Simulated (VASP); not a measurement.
Write the native input for VASP 6.6.1 that does the following.

```yaml
Task: single point
Functional: PBEsol
Potentials_or_basis: VASP PAW PBE potentials, release 64 (Ta_pv)
Cutoff: 520 eV
k_mesh: 20 × 20 × 20
Occupations: gaussian, width 0.15 eV
Spin: no spin polarisation
Dipole_correction: no
Further_INCAR_settings: ALGO = Normal; EDIFF = 1e-06; NBANDS = 12
```

The structure of Ta lies in POSCAR:

```
Ta
1.0
   -1.7338440000      1.7338440000      1.5687160000
    1.7338440000     -1.7338440000      1.5687160000
    1.7338440000      1.7338440000     -1.5687160000
Ta
1
Direct
    0.0000000000      0.0000000000      0.0000000000
```

This cell differs from its parent crystal: strain +0.050 along x and y, -0.050 along z.

The input as run:

INCAR

```
SYSTEM = Ta
ALGO = Normal ; EDIFF = 1E-6
ENCUT = 520 ; GGA = PS
ISIF = 2 ; ISMEAR = 0
LASPH = .TRUE. ; LCHARG = .FALSE.
LREAL = .FALSE. ; LWAVE = .FALSE.
NBANDS = 12 ; NELM = 60
PREC = Accurate ; SIGMA = 0.15
```

KPOINTS

```
k-points
0
G
  20 20 20
  0 0 0
```

Potentials or basis: VASP PAW PBE potentials, release 64 (Ta_pv).

The run is started by

```bash
$ cat potpaw_PBE.64/Ta_pv/POTCAR > POTCAR
$ mpirun -np 1 vasp_std > vasp.out
```

Results of the run:

```yaml
Pressure: -11.1 GPa
Band_gap_on_the_k_mesh: zero (an odd number of electrons rules out a gap without spin polarisation)
```

Caveat: the cell differs from its parent crystal (strain +0.050 along x and y, -0.050 along z); the cell stands under tension; the PAW data sets were made with another functional, which shifts forces and pressure a little; spin-orbit coupling is left out, which moves the levels of the heavy elements.

Run time: 120 s on 1 thread of Intel Xeon 8259CL, with other jobs on the host, peak memory 0.26 GiB.
